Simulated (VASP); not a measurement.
# SnO (P1) in VASP: a series of runs

Runs on SnO. Level: LDA. Tasks: single point.

Everything below comes from runs of VASP 6.6.1. Logs are shortened: lines on timing, memory, paths and dates and some standing lists are left out, and cuts for length are marked.

## Step 1: The cell of the first run

The typed cell holds 4 atoms: a = 3.355 Å, b = 5.674 Å, c = 4.222 Å, α = 90.00°, β = 90.00°, γ = 90.00°.

## Step 2: Single point, LDA

INCAR

```
PREC = Accurate ; ENCUT = 1340
EDIFF = 1E-6 ; ISMEAR = 0
SIGMA = 0.01 ; LREAL = F
LASPH = T ; NELM = 120
ALGO = Normal ; ISIF = 2
LWAVE = F ; LCHARG = T
GGA = CA ; LELF = T
LVHAR = T ; NBANDS = 28
GGA_COMPAT = F
```

KPOINTS

```
regular mesh
0
Gamma
  4 3 3
```

POSCAR

```
SnO
1.0
    3.3550050000      0.0000000000      0.0000000000
    0.0000000000      5.6741040000      0.0000000000
    0.0000000000      0.0000000000      4.2219700000
Sn O
2 2
Direct
   -0.0046155637      0.2052798796      0.4941458497
    0.4967296266      0.7520886031     -0.0098998666
   -0.0021122058      0.8787242659      0.7312993234
    0.4959960628      0.0737704589      0.2375837243
```

Potentials or basis: VASP PAW LDA potentials, release 64 (Sn_d, O_h).

Launch:

```bash
> cat potpaw_LDA.64/Sn_d/POTCAR potpaw_LDA.64/O_h/POTCAR > POTCAR
> mpirun -np 1 vasp_std > vasp.out
```

OUTCAR:

```text
PREC = Accurate
   ENCUT = 1340
   EDIFF = 1E-6
   ISMEAR = 0
   LREAL = F
   LASPH = T
   NELM = 120
   ISIF = 2
   GGA = CA

 ion  position               nearest neighbor table
   1  0.995  0.205  0.494-   3 2.11   4 2.13   4 2.13   2 3.71   2 3.72   2 3.73   2 3.74
   2  0.497  0.752  0.990-   4 2.10   3 2.12   3 2.13   1 3.71   1 3.72   1 3.73   1 3.74
   3  0.998  0.879  0.731-   1 2.11   2 2.12   2 2.13
   4  0.496  0.074  0.238-   2 2.10   1 2.13   1 2.13

  LATTYP: Found a simple orthorhombic cell.
 ALAT       =     3.3550050000
 B/A-ratio  =     1.2584094510
 C/A-ratio  =     1.6912356315

  Lattice vectors:

 A1 = (  -3.3550050000,   0.0000000000,   0.0000000000)
 A2 = (   0.0000000000,   0.0000000000,   4.2219700000)
 A3 = (   0.0000000000,   5.6741040000,   0.0000000000)

Analysis of symmetry for initial positions (statically):
=====================================================================
 Subroutine PRICEL returns:
 Original cell was already a primitive cell.

 Routine SETGRP: Setting up the symmetry group for a
 simple orthorhombic supercell.

 Subroutine GETGRP returns: Found  1 space group operations
 (whereof  1 operations were pure point group operations)
 out of a pool of  8 trial point group operations.

The static configuration has the point symmetry C_1 .

Analysis of symmetry for dynamics (positions and initial velocities):
=====================================================================
 Subroutine PRICEL returns:
 Original cell was already a primitive cell.

 Routine SETGRP: Setting up the symmetry group for a
 simple orthorhombic supercell.

 Subroutine GETGRP returns: Found  1 space group operations
 (whereof  1 operations were pure point group operations)
 out of a pool of  8 trial point group operations.

The dynamic configuration has the point symmetry C_1 .

 Subroutine INISYM returns: Found  1 space group operations
 (whereof  1 operations are pure point group operations),
 and found     1 'primitive' translations

----------------------------------------------------------------------------------------

                                     Primitive cell

  volume of cell :      80.3722

  direct lattice vectors                    reciprocal lattice vectors
     3.355005000  0.000000000  0.000000000     0.298062149  0.000000000  0.000000000
     0.000000000  5.674104000  0.000000000     0.000000000  0.176239279  0.000000000
[... 82 lines left out ...]
   NELM   =    120;   NELMIN=  2; NELMDL= -5     # of ELM steps
   EDIFF  = 0.1E-05   stopping-criterion for ELM
   LREAL  =      F    real-space projection
   EDIFFG = 0.1E-04   stopping-criterion for IOM
   NSW    =      0    number of steps for IOM
   IBRION =     -1    ionic relax: 0-MD 1-quasi-New 2-CG
   NFREE  =      0    steps in history (QN), initial steepest desc. (CG)
   ISIF   =      2    stress and relaxation
   ISYM   =      2    0-nonsym 1-usesym 2-fastsym
   POTIM  = 0.5000    time-step for ionic-motion
   TEBEG  =    0.0;   TEEND  =   0.0 temperature during run
   PSTRESS=    0.0 pullay stress
   NELECT =      40.0000    total number of electrons
   NUPDOWN=      -1.0000    fix difference up-down
   EMIN   =  10.00;   EMAX   =-10.00  energy-range for DOS
   EFERMI =   0.00;   METHOD = LEGACY
   ISMEAR =     0;   SIGMA  =   0.01  broadening in eV -4-tet -1-fermi 0-gaus
   EFERMI_NEDOS =   21; number of points for ismear=-14 and -15
   IALGO  =     38    algorithm
   IMIX   =      4    mixing-type and parameters
     AMIX     =   0.40;   BMIX     =  1.00
     AMIX_MAG =   1.60;   BMIX_MAG =  1.00
  volume/ion in A,a.u.               =      20.09       135.59
  Fermi-wavevector in a.u.,A,eV,Ry     =   1.297357  2.451650 22.900458  1.683136
  Thomas-Fermi vector in A             =   2.428755
   LORBIT       =      0    0 simple, 1 ext, 2 COOP (PROOUT), +10 PAW based schemes
   GGA     = CA    functional components
   LHFCALC =     F    Hartree Fock is set to
   AEXX    =    0.0000 exact exchange contribution
   IVDW    =     0    specifies the selected vdW correction
   LEPSILON=     F    determine dielectric tensor
   LRPA    =     F    only Hartree local field effects (RPA)
 non-spin polarized calculation
 Gauss-broadening in eV      SIGMA  =   0.01
  energy-cutoff  :     1340.00
  volume of cell :       80.37
 maximum number of plane-waves:      8988
   NGX = 21   NGY = 33   NGZ = 25

 number of electron      40.0000001 magnetization

 Free energy of the ion-electron system (eV)
  ---------------------------------------------------
  ext. energy  EPLUGINS =         0.00000000
  ---------------------------------------------------
  free energy    TOTEN  =       -25.24668098 eV

  energy without entropy =      -25.24668098  energy(sigma->0) =      -25.24668098

 E-fermi :   4.9778     XC(G=0):  -9.9284

 val. band max:        4.9280291601   @ k =   0.0000   0.0000   0.0000
 cond. band min:       6.5039753831   @ k =   0.5000   0.3333   0.3333
 fundamental gap:      1.5759462230
 Fermi energy:         4.9778267103

 k-point     1 :       0.0000    0.0000    0.0000
  band No.  band energies     occupation
      1     -16.4260      2.00000
      2     -16.0293      2.00000
      3     -15.9305      2.00000
      4     -15.9138      2.00000
      5     -15.8801      2.00000
      6     -15.8496      2.00000
[... 578 lines left out ...]
     27      13.7260      0.00000
     28      14.6029      0.00000

------------------------ aborting loop because EDIFF is reached ----------------------------------------

  FORCE on cell =-STRESS in cart. coord.  units (eV):
  Direction    XX          YY          ZZ          XY          YZ          ZX
  --------------------------------------------------------------------------------------
  -------------------------------------------------------------------------------------
  Total       -1.7097590     -0.7207755     -0.8618043      0.0185825     -0.1397812      0.0319081
  in kB      -34.0831607    -14.3682871    -17.1796233      0.3704317     -2.7864650      0.6360724
  external PRESSURE =     -21.8770237 kB  Pullay stress =       0.0000000 kB

 VOLUME and BASIS-vectors are now :
 -----------------------------------------------------------------------------
  energy-cutoff  :     1340.00
  volume of cell :       80.37
      direct lattice vectors                 reciprocal lattice vectors
     3.355005000  0.000000000  0.000000000     0.298062149  0.000000000  0.000000000
     0.000000000  5.674104000  0.000000000     0.000000000  0.176239279  0.000000000
     0.000000000  0.000000000  4.221970000     0.000000000  0.000000000  0.236856254

 POSITION                                       TOTAL-FORCE (eV/Angst)
 -----------------------------------------------------------------------------------
      3.33952      1.16478      2.08627         0.018791     -0.032002     -0.055765
      1.66653      4.26743      4.18017         0.019582     -0.123122      0.046106
      3.34792      4.98597      3.08752        -0.038702      0.116689      0.040354
      1.66407      0.41858      1.00307         0.000330      0.038435     -0.030695
 -----------------------------------------------------------------------------------
    total drift:                               -0.000466     -0.000281      0.000256

  FREE ENERGIE OF THE ION-ELECTRON SYSTEM (eV)
  ---------------------------------------------------
  free  energy   TOTEN  =       -25.2466809820 eV

  energy  without entropy=      -25.2466809820  energy(sigma->0) =      -25.24668098
```

stdout:

```text
POSCAR found type information on POSCAR SnO
 POSCAR found :  2 types and       4 ions
 scaLAPACK will be used
 LDA part: xc-table for (Slater(with rela. corr.)+CA(PZ))
 , standard interpolation
 POSCAR, INCAR and KPOINTS ok, starting setup
 FFT: planning ... GRIDC
 FFT: planning ... GRID_SOFT
 FFT: planning ... GRID
 WAVECAR not read
 entering main loop
```

It took 2.8 min on 1 thread of AMD EPYC 7R43 (Zen 3), shared host; peak memory 0.33 GiB.

Results:

- Free energy: -25.2467 eV
- Pressure: -2.2 GPa
- Largest force: 0.133 eV/Å
- Band gap on the k mesh: 1.58 eV (least direct gap 2.25 eV)

Forces in eV/Å, atoms in the order of the input:
```
Sn   0.019 -0.032 -0.056
Sn   0.020 -0.123  0.046
O   -0.039  0.117  0.040
O    0.000  0.038 -0.031
```

Levels at points of the mesh, in eV from the valence-band top:
| k point | band 18 | band 19 | band 20 | band 21 | band 22 | band 23 |
| --- | --- | --- | --- | --- | --- | --- |
| (0.00, 0.00, 0.00) | -3.02 | -2.25 | 0.00 | 2.30 | 2.90 | 5.69 |
| (0.50, 0.00, 0.00) | -2.89 | -1.44 | -1.38 | 2.52 | 2.58 | 5.49 |

Caveat: the k points lie up to 0.50 Å⁻¹ apart; spin-orbit coupling is left out, which moves the levels of the heavy elements. A k mesh can miss the band edges.

## Step 3: Single point, LDA

INCAR

```
SYSTEM = SnO
PREC     = Accurate       ! precision mode
ENCUT    = 1340           ! plane-wave cutoff, eV
EDIFF    = 1E-6           ! SCF threshold, eV
ISMEAR   = 0              ! smearing method
SIGMA    = 0.01           ! smearing width, eV
LREAL    = .FALSE.        ! projectors in reciprocal space
LASPH    = .TRUE.         ! aspherical terms in the spheres
NELM     = 120            ! most SCF steps
ALGO     = Normal         ! electronic algorithm
ISIF     = 2              ! what is computed and relaxed
LWAVE    = .FALSE.        ! write WAVECAR
LCHARG   = .FALSE.        ! write CHGCAR
GGA      = CA             ! functional
NBANDS   = 28             ! bands
GGA_COMPAT= .FALSE.
```

KPOINTS

```
regular mesh
0
G
  4 3 3
  0 0 0
```

POSCAR

```
SnO
1.0
    3.3550050000      0.0000000000      0.0000000000
    0.0000000000      5.6741040000      0.0000000000
    0.0000000000      0.0000000000      4.2219700000
Sn O
2 2
Direct
    0.0003363374      0.2001646960      0.4977201338
    0.4917946046      0.7518933675     -0.0002834247
   -0.0022113573      0.8725165310      0.7266063613
    0.4960781802      0.0852888199      0.2290874116
```

Potentials or basis: VASP PAW LDA potentials, release 64 (Sn_d, O_h).

Launch:

```bash
> cat potpaw_LDA.64/Sn_d/POTCAR potpaw_LDA.64/O_h/POTCAR > POTCAR
> mpirun -np 1 vasp_std > vasp.out
```

Run time: 2.5 min. Hardware: 1 thread of Intel Xeon Platinum 8259CL at 2.50GHz (Skylake/Cascade Lake), shared host; peak memory 0.37 GiB.

The run converged. Its results:

* Free energy: -25.2290 eV
* Pressure: -2.5 GPa
* Largest force: 0.371 eV/Å
* Band gap on the k mesh: 1.70 eV (least direct gap 2.24 eV)

Forces on the atoms (eV/Å):
```
Sn  -0.097  0.323  0.044
Sn   0.116  0.051 -0.089
O   -0.098 -0.029  0.158
O    0.079 -0.344 -0.113
```

Stress tensor (GPa, compression positive):
```
-3.83 -0.32  0.02
-0.32 -1.22 -0.04
 0.02 -0.04 -2.32
```

Levels at points of the mesh, in eV from the valence-band top:
```
           k point  band 17  band 18  band 19  band 20  band 21  band 22  band 23  band 24
(0.00, 0.00, 0.00)    -3.78    -2.92    -2.24     0.00     2.52     3.04     5.77     5.88
(0.50, 0.00, 0.00)    -2.84    -2.83    -1.28    -1.16     2.44     2.62     5.51     5.66
```

Caveat: the k points lie up to 0.50 Å⁻¹ apart; spin-orbit coupling is left out, which moves the levels of the heavy elements.
